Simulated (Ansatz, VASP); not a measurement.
# Au in VASP and in Ansatz

File INCAR:

```
PREC = Accurate
ENCUT = 520
EDIFF = 1E-6
ISMEAR = 0
SIGMA = 0.15
LREAL = False
LASPH = True
NELM = 60
ALGO = Normal
ISIF = 2
LWAVE = False
LCHARG = False
GGA = PS
NBANDS = 12
```

The input KPOINTS:

```
Automatic mesh
0
Gamma
  20 20 20
```

POSCAR

```
Au
1.0
   -1.5744055500      1.5744055500      1.6158372750
    1.5744055500     -1.5744055500      1.6158372750
    1.5744055500      1.5744055500     -1.6158372750
Au
1
Direct
    0.0000000000      0.0000000000      0.0000000000
```

Input for Ansatz:

```yaml
crystal:
  lattice:
    - [-1.57440555, 1.57440555, 1.615837275]
    - [1.57440555, -1.57440555, 1.615837275]
    - [1.57440555, 1.57440555, -1.615837275]
  atoms:
    - { symbol: Au, position: [0.0, 0.0, 0.0] }
basis:
  ecutwfc: 420
kpoints:
  mp_grid: { grid: [20, 20, 20] }
hamiltonian:
  xc: pbesol
scf:
  occupations: { method: gaussian, width: 0.15 }
output:
  forces: true
  stress: true
  eigenvalues: true
```

Change from the starting cell: strain -0.050 along x and y, -0.025 along z, atoms carried along.

Alike in both runs: task single point; functional PBEsol; k mesh 20 × 20 × 20; occupations gaussian, width 0.15 eV; no spin polarisation.

|  | VASP | Ansatz |
| --- | --- | --- |
| version | VASP 6.6.1 | Ansatz 0.2.0 |
| potentials or method | VASP PAW PBE potentials, release 64 (Au), cutoff 520 eV | scalar-relativistic, plane waves, PAW |
| valence electrons in the cell | 11 | 19 |

```csv
,VASP,Ansatz,Ansatz less VASP
gap on the k mesh at the Fermi level (eV),none,none,-
pressure (GPa),12.5,12.9,+0.36
"traceless stress, the component that is largest in VASP (GPa)",0.05,0.05,0.000
```

VASP's potentials were made for PBE, not for PBEsol. A gap of «none» marks a metal or a gap that the smearing closes. VASP's potentials hold 11 valence electrons a cell and Ansatz's 19, so a difference there can come from the potentials and not from the codes.

Spin-orbit coupling is off throughout.
